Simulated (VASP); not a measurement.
# KBr (Fm-3m) in VASP: notebook, part 2 of 2

VASP 6.6.1. The steps go on from the part before.

## 4. Vibrations by perturbation theory, PBE

File INCAR:

```
SYSTEM = KBr
PREC = Accurate ; ENCUT = 520
EDIFF = 1E-8 ; ISMEAR = -1
SIGMA = 0.05 ; LREAL = .False.
LASPH = .True. ; NELM = 100
ALGO = Normal ; ISIF = 2
LWAVE = .False. ; LCHARG = .False.
GGA = PE ; IBRION = 8
NSW = 1
```

File KPOINTS:

```
Automatic mesh
0
Gamma
  5 5 5
  0 0 0
```

File POSCAR:

```
KBr
1.0
    0.0000000000      3.3000000000      3.3000000000
    3.3000000000      0.0000000000      3.3000000000
    3.3000000000      3.3000000000      0.0000000000
Br K
1 1
Direct
    0.5000000000      0.5000000000      0.5000000000
    0.0000000000      0.0000000000      0.0000000000
```

Potentials or basis: VASP PAW PBE potentials, release 64 (Br, K_sv).

Launch:

```console
cat potpaw_PBE.64/Br/POTCAR potpaw_PBE.64/K_sv/POTCAR > POTCAR
mpirun -np 1 vasp_std > vasp.out
```

OUTCAR:

```text
SYSTEM = KBr
   PREC = Accurate
   ENCUT = 520
   EDIFF = 1E-8
   ISMEAR = -1
   LREAL = .False.
   LASPH = .True.
   NELM = 100
   ISIF = 2
   GGA = PE
   IBRION = 8
   NSW = 1

 ion  position               nearest neighbor table
   1  0.500  0.500  0.500-   2 3.30   2 3.30   2 3.30   2 3.30   2 3.30   2 3.30
   2  0.000  0.000  0.000-   1 3.30   1 3.30   1 3.30   1 3.30   1 3.30   1 3.30

  LATTYP: Found a face centered cubic cell.
 ALAT       =     6.6000000000

  Lattice vectors:

 A1 = (   0.0000000000,   3.3000000000,   3.3000000000)
 A2 = (   3.3000000000,   0.0000000000,   3.3000000000)
 A3 = (   3.3000000000,   3.3000000000,   0.0000000000)

Analysis of symmetry for initial positions (statically):
=====================================================================
 Subroutine PRICEL returns:
 Original cell was already a primitive cell.

 Routine SETGRP: Setting up the symmetry group for a
 face centered cubic supercell.

 Subroutine GETGRP returns: Found 48 space group operations
 (whereof 48 operations were pure point group operations)
 out of a pool of 48 trial point group operations.

The static configuration has the point symmetry O_h .

Analysis of symmetry for dynamics (positions and initial velocities):
=====================================================================
 Subroutine PRICEL returns:
 Original cell was already a primitive cell.

 Routine SETGRP: Setting up the symmetry group for a
 face centered cubic supercell.

 Subroutine GETGRP returns: Found 48 space group operations
[... 318 lines left out ...]
    total drift:                                0.000000      0.000000      0.000000

  FREE ENERGIE OF THE ION-ELECTRON SYSTEM (eV)
  ---------------------------------------------------
  free  energy   TOTEN  =        -6.2150449312 eV

  energy  without entropy=       -6.2150449312  energy(sigma->0) =       -6.21504493

[... ionic steps 2 to 3 ...]

--------------------------------------- Ionic step        4  -------------------------------------------

------------------------ aborting loop because EDIFF is reached ----------------------------------------

[... ionic steps 5 to 6 ...]

--------------------------------------- Ionic step        7  -------------------------------------------

 Free energy of the ion-electron system (eV)
  ---------------------------------------------------
  ---------------------------------------------------
  free energy    TOTEN  =        -0.31745163 eV

  energy without entropy =       -0.31745163

------------------------ aborting loop because EDIFF is reached ----------------------------------------

 INTERNAL STRAIN TENSOR  FOR ION    2  DIRECTION 1   (eV/Angst):
 -----------------------------------------------------------------------------
    -0.01752 -0.00000  0.00000
     0.00000  0.00436 -0.00000
     0.00000 -0.00000  0.00436

 INTERNAL STRAIN TENSOR FOR ION    2 for displacements in x,y,z  (eV/Angst):
          X           Y           Z          XY          YZ          ZX
  --------------------------------------------------------------------------------
  x     0.00000     0.00000     0.00000     0.00000     0.00000     0.00000
  y     0.00000     0.00000     0.00000     0.00000     0.00000     0.00000
  z     0.00000     0.00000     0.00000     0.00000     0.00000     0.00000

 SECOND DERIVATIVES (NOT SYMMETRIZED)
 ------------------------------------
               1X          1Y          1Z          2X          2Y          2Z
  1X    -1.236368    0.000000    0.000000    1.236368    0.000000    0.000000
  1Y     0.000000   -1.236368    0.000000    0.000000    1.236368    0.000000
  1Z     0.000000    0.000000   -1.236368    0.000000    0.000000    1.236368
  2X     1.239342    0.000000    0.000000   -1.239342    0.000000    0.000000
  2Y     0.000000    1.239342    0.000000    0.000000   -1.239342    0.000000
  2Z     0.000000    0.000000    1.239342    0.000000    0.000000   -1.239342

 Eigenvectors and eigenvalues of the dynamical matrix
 ----------------------------------------------------

   1 f  =    3.395399 THz    21.333920 2PiTHz  113.258312 cm-1    14.042235 meV
             X         Y         Z           dx          dy          dz
      3.300000  3.300000  3.300000    -0.572730    0.000000    0.000000
      0.000000  0.000000  0.000000     0.819744    0.000000    0.000000
[... 21 lines left out ...]
   6 f/i=    0.001915 THz     0.012032 2PiTHz    0.063876 cm-1     0.007920 meV
             X         Y         Z           dx          dy          dz
      3.300000  3.300000  3.300000     0.000000    0.000000    0.819744
      0.000000  0.000000  0.000000     0.000000    0.000000    0.572730

--------------------------------------------------------------------------------------------------------

 ELASTIC MODULI CONTR FROM IONIC RELAXATION (kBar)
 Direction    XX          YY          ZZ          XY          YZ          ZX
 --------------------------------------------------------------------------------
 XX           0.0000      0.0000      0.0000      0.0000      0.0000      0.0000
 YY           0.0000      0.0000      0.0000      0.0000      0.0000      0.0000
 ZZ           0.0000      0.0000      0.0000      0.0000      0.0000      0.0000
 XY           0.0000      0.0000      0.0000      0.0000      0.0000      0.0000
 YZ           0.0000      0.0000      0.0000      0.0000      0.0000      0.0000
 ZX           0.0000      0.0000      0.0000      0.0000      0.0000      0.0000
 --------------------------------------------------------------------------------
```

OSZICAR:

```text
N       E                     dE             d eps       ncg     rms          rms(c)
DAV:   1     0.102268245712E+03    0.10227E+03   -0.70383E+03   240   0.117E+03
DAV:   2     0.368715982647E+00   -0.10190E+03   -0.94651E+02   300   0.262E+02
DAV:   3    -0.615269704821E+01   -0.65214E+01   -0.64890E+01   296   0.625E+01
[... 50 lines left out ...]
RMM:  10    -0.317452125297E+00    0.37635E-06   -0.29363E-07  1013   0.719E-04    0.946E-05
RMM:  11    -0.317451558087E+00    0.56721E-06    0.10866E-07   924   0.420E-04    0.677E-05
RMM:  12    -0.317451735463E+00   -0.17738E-06    0.75796E-08   989   0.272E-04    0.144E-05
RMM:  13    -0.317451615821E+00    0.11964E-06    0.12499E-07   956   0.201E-04    0.323E-06
RMM:  14    -0.317451630236E+00   -0.14416E-07    0.26470E-08  1026   0.169E-04    0.870E-07
RMM:  15    -0.317451630770E+00   -0.53378E-09    0.13772E-08   963   0.154E-04    0.150E-06
 Linear response finished
```

stdout:

```text
POSCAR found type information on POSCAR BrK
 POSCAR found :  2 types and       2 ions
 scaLAPACK will be used
 LDA part: xc-table for (Slater+PW92), standard interpolation
 POSCAR, INCAR and KPOINTS ok, starting setup
 FFT: planning ... GRIDC
 FFT: planning ... GRID_SOFT
 FFT: planning ... GRID
 WAVECAR not read
 entering main loop
 Linear response reoptimize wavefunctions to high precision
 Linear response DOF=           2
 Linear response progress:
 first order change of Fermi-energy   0.13822E-01
 force on displaced ion       1 direction 1 :  -1.236   0.000   0.000
 Linear response progress:
 first order change of Fermi-energy  -0.15747E-01
 force on displaced ion       2 direction 1 :  -1.239   0.000   0.000
 Linear response finished
```

Wall time 3.9 min (1 thread of Intel Xeon 8259CL, shared host); peak memory 0.26 GiB.

Results:

| Quantity | Value |
| --- | --- |
| Highest phonon frequency at Γ, LO-TO splitting left out | 113 cm⁻¹ |

Phonon frequencies in cm⁻¹ (negative: imaginary):
```tsv
q point	frequencies
(0.000, 0.000, 0.000)	0 0 0 113 113 113
```

## 5. Vibrations by perturbation theory, LDA

File INCAR:

```
SYSTEM = KBr
PREC = Accurate
ENCUT = 520
EDIFF = 1E-8
ISMEAR = -1
SIGMA = 0.05
LREAL = .False.
LASPH = .True.
NELM = 100
ALGO = Normal
ISIF = 2
LWAVE = .False.
LCHARG = .False.
GGA = CA
IBRION = 8
NSW = 1
```

KPOINTS is that of step 4.

POSCAR is that of step 4.

Potentials or basis: VASP PAW LDA potentials, release 64 (Br, K_sv).

Launch:

```console
cat potpaw_LDA.64/Br/POTCAR potpaw_LDA.64/K_sv/POTCAR > POTCAR
mpirun -np 1 vasp_std > vasp.out
```

OUTCAR:

```text
SYSTEM = KBr
   PREC = Accurate
   ENCUT = 520
   EDIFF = 1E-8
   ISMEAR = -1
   LREAL = .False.
   LASPH = .True.
   NELM = 100
   ISIF = 2
   GGA = CA
   IBRION = 8
   NSW = 1

 ion  position               nearest neighbor table
   1  0.500  0.500  0.500-   2 3.30   2 3.30   2 3.30   2 3.30   2 3.30   2 3.30
   2  0.000  0.000  0.000-   1 3.30   1 3.30   1 3.30   1 3.30   1 3.30   1 3.30

  LATTYP: Found a face centered cubic cell.
 ALAT       =     6.6000000000

  Lattice vectors:

 A1 = (   0.0000000000,   3.3000000000,   3.3000000000)
 A2 = (   3.3000000000,   0.0000000000,   3.3000000000)
 A3 = (   3.3000000000,   3.3000000000,   0.0000000000)

Analysis of symmetry for initial positions (statically):
=====================================================================
 Subroutine PRICEL returns:
 Original cell was already a primitive cell.

 Routine SETGRP: Setting up the symmetry group for a
 face centered cubic supercell.
[... 360 lines left out ...]

 INTERNAL STRAIN TENSOR  FOR ION    2  DIRECTION 1   (eV/Angst):
 -----------------------------------------------------------------------------
    -0.01827  0.00000 -0.00000
     0.00000  0.00490 -0.00000
     0.00000 -0.00000  0.00490

 INTERNAL STRAIN TENSOR FOR ION    2 for displacements in x,y,z  (eV/Angst):
          X           Y           Z          XY          YZ          ZX
  --------------------------------------------------------------------------------
  x     0.00000     0.00000     0.00000     0.00000     0.00000     0.00000
  y     0.00000     0.00000     0.00000     0.00000     0.00000     0.00000
  z     0.00000     0.00000     0.00000     0.00000     0.00000     0.00000

 SECOND DERIVATIVES (NOT SYMMETRIZED)
 ------------------------------------
               1X          1Y          1Z          2X          2Y          2Z
  1X    -0.972568    0.000000    0.000000    0.972568    0.000000    0.000000
  1Y     0.000000   -0.972568    0.000000    0.000000    0.972568    0.000000
  1Z     0.000000    0.000000   -0.972568    0.000000    0.000000    0.972568
  2X     0.983185    0.000000    0.000000   -0.983185    0.000000    0.000000
  2Y     0.000000    0.983185    0.000000    0.000000   -0.983185    0.000000
  2Z     0.000000    0.000000    0.983185    0.000000    0.000000   -0.983185

 Eigenvectors and eigenvalues of the dynamical matrix
 ----------------------------------------------------

   1 f  =    3.020046 THz    18.975511 2PiTHz  100.737906 cm-1    12.489903 meV
             X         Y         Z           dx          dy          dz
      3.300000  3.300000  3.300000    -0.000000    0.571105   -0.000000
      0.000000  0.000000  0.000000     0.000000   -0.820877    0.000000
[... 21 lines left out ...]
   6 f/i=    0.007686 THz     0.048295 2PiTHz    0.256388 cm-1     0.031788 meV
             X         Y         Z           dx          dy          dz
      3.300000  3.300000  3.300000     0.043244    0.694582    0.435344
      0.000000  0.000000  0.000000     0.030086    0.483238    0.302880

--------------------------------------------------------------------------------------------------------

 ELASTIC MODULI CONTR FROM IONIC RELAXATION (kBar)
 Direction    XX          YY          ZZ          XY          YZ          ZX
 --------------------------------------------------------------------------------
 XX           0.0000      0.0000      0.0000      0.0000      0.0000      0.0000
 YY           0.0000      0.0000      0.0000      0.0000      0.0000      0.0000
 ZZ           0.0000      0.0000      0.0000      0.0000      0.0000      0.0000
 XY           0.0000      0.0000      0.0000      0.0000      0.0000      0.0000
 YZ           0.0000      0.0000      0.0000      0.0000      0.0000      0.0000
 ZX           0.0000      0.0000      0.0000      0.0000      0.0000      0.0000
 --------------------------------------------------------------------------------
```

Run time: 3.1 min. Hardware: 1 thread of Intel Xeon 8259CL, shared host; peak memory 0.23 GiB.

What came out:

```yaml
Highest_phonon_frequency_at_Γ_LO-TO_splitting_left_out: 101 cm⁻¹
```

Phonon frequencies in cm⁻¹ (negative: imaginary):
| q point | frequencies |
| --- | --- |
| (0.000, 0.000, 0.000) | 0 0 0 101 101 101 |

Caveat: the cell stands under pressure or tension, which shifts response properties.

## 6. Vibrations by perturbation theory, PBEsol

File INCAR:

```
SYSTEM = KBr
PREC = Accurate
ENCUT = 520
EDIFF = 1E-8
ISMEAR = -1
SIGMA = 0.05
LREAL = .FALSE.
LASPH = .TRUE.
NELM = 100
ALGO = Normal
ISIF = 2
LWAVE = .FALSE.
LCHARG = .FALSE.
GGA = PS
IBRION = 8
NSW = 1
```

File KPOINTS:

```
Automatic mesh
0
G
  5 5 5
  0 0 0
```

POSCAR is that of step 5.

Potentials or basis: VASP PAW PBE potentials, release 64 (Br, K_sv).

Launch:

```console
cat potpaw_PBE.64/Br/POTCAR potpaw_PBE.64/K_sv/POTCAR > POTCAR
mpirun -np 1 vasp_std > vasp.out
```

OUTCAR:

```text
SYSTEM = KBr
   PREC = Accurate
   ENCUT = 520
   EDIFF = 1E-8
   ISMEAR = -1
   LREAL = .FALSE.
   LASPH = .TRUE.
   NELM = 100
   ISIF = 2
   GGA = PS
   IBRION = 8
   NSW = 1

 ion  position               nearest neighbor table
   1  0.500  0.500  0.500-   2 3.30   2 3.30   2 3.30   2 3.30   2 3.30   2 3.30
   2  0.000  0.000  0.000-   1 3.30   1 3.30   1 3.30   1 3.30   1 3.30   1 3.30

  LATTYP: Found a face centered cubic cell.
 ALAT       =     6.6000000000

  Lattice vectors:
[... 388 lines left out ...]
               1X          1Y          1Z          2X          2Y          2Z
  1X    -1.086511    0.000000    0.000000    1.086511    0.000000    0.000000
  1Y     0.000000   -1.086511    0.000000    0.000000    1.086511    0.000000
  1Z     0.000000    0.000000   -1.086511    0.000000    0.000000    1.086511
  2X     1.092481    0.000000    0.000000   -1.092481    0.000000    0.000000
  2Y     0.000000    1.092481    0.000000    0.000000   -1.092481    0.000000
  2Z     0.000000    0.000000    1.092481    0.000000    0.000000   -1.092481

 Eigenvectors and eigenvalues of the dynamical matrix
 ----------------------------------------------------

   1 f  =    3.186276 THz    20.019962 2PiTHz  106.282722 cm-1    13.177372 meV
             X         Y         Z           dx          dy          dz
      3.300000  3.300000  3.300000     0.000000    0.572138    0.000000
      0.000000  0.000000  0.000000     0.000000   -0.820157    0.000000
[... 21 lines left out ...]
   6 f/i=    0.004096 THz     0.025738 2PiTHz    0.136641 cm-1     0.016941 meV
             X         Y         Z           dx          dy          dz
      3.300000  3.300000  3.300000     0.000000    0.000000    0.820157
      0.000000  0.000000  0.000000     0.000000    0.000000    0.572138

--------------------------------------------------------------------------------------------------------

 ELASTIC MODULI CONTR FROM IONIC RELAXATION (kBar)
 Direction    XX          YY          ZZ          XY          YZ          ZX
 --------------------------------------------------------------------------------
 XX           0.0000      0.0000      0.0000      0.0000      0.0000      0.0000
 YY           0.0000      0.0000      0.0000      0.0000      0.0000      0.0000
 ZZ           0.0000      0.0000      0.0000      0.0000      0.0000      0.0000
 XY           0.0000      0.0000      0.0000      0.0000      0.0000      0.0000
 YZ           0.0000      0.0000      0.0000      0.0000      0.0000      0.0000
 ZX           0.0000      0.0000      0.0000      0.0000      0.0000      0.0000
 --------------------------------------------------------------------------------
```

OSZICAR:

```text
N       E                     dE             d eps       ncg     rms          rms(c)
DAV:   1     0.101312701995E+03    0.10131E+03   -0.70198E+03   240   0.117E+03
DAV:   2     0.875798194779E-01   -0.10123E+03   -0.93882E+02   300   0.261E+02
DAV:   3    -0.639462301265E+01   -0.64822E+01   -0.64507E+01   296   0.622E+01
[... 54 lines left out ...]
RMM:  16    -0.315552139556E+00    0.11899E-07    0.22016E-07   881   0.190E-04    0.889E-07
RMM:  17    -0.315552144503E+00   -0.49461E-08    0.22549E-07   824   0.186E-04    0.140E-06
RMM:  18    -0.315552145246E+00   -0.74360E-09    0.22961E-07   735   0.184E-04    0.195E-06
RMM:  19    -0.315552144695E+00    0.55098E-09    0.21756E-07   782   0.184E-04    0.238E-06
RMM:  20    -0.315552144643E+00    0.52512E-10    0.22431E-07   720   0.183E-04    0.257E-06
RMM:  21    -0.315552142692E+00    0.19505E-08    0.22318E-07   725   0.182E-04    0.232E-06
 Linear response finished
```

stdout:

```text
POSCAR found type information on POSCAR BrK
 POSCAR found :  2 types and       2 ions
 scaLAPACK will be used
 -----------------------------------------------------------------------------
|                                                                             |
|                                                                             |
|     You enforced a specific xc type in the INCAR file but a different       |
|     I HOPE YOU KNOW WHAT YOU ARE DOING!                                     |
|                                                                             |
 -----------------------------------------------------------------------------

 LDA part: xc-table for (Slater+PW92), standard interpolation
 POSCAR, INCAR and KPOINTS ok, starting setup
 FFT: planning ... GRIDC
 FFT: planning ... GRID_SOFT
 FFT: planning ... GRID
 WAVECAR not read
 entering main loop
 Linear response reoptimize wavefunctions to high precision
 Linear response DOF=           2
 Linear response progress:
 first order change of Fermi-energy   0.15327E-01
 force on displaced ion       1 direction 1 :  -1.087   0.000   0.000
 Linear response progress:
 first order change of Fermi-energy  -0.11094E-01
 force on displaced ion       2 direction 1 :  -1.092   0.000   0.000
 Linear response finished
```

Run time: 82 s. Hardware: 1 thread of AMD EPYC 9R45 (Zen 5), shared host; peak memory 0.23 GiB.

What came out:

```
Highest phonon frequency at Γ, LO-TO splitting left out : 106 cm⁻¹
```

Phonon frequencies in cm⁻¹ (negative: imaginary):
```tsv
q point	frequencies
(0.000, 0.000, 0.000)	0 0 0 106 106 106
```
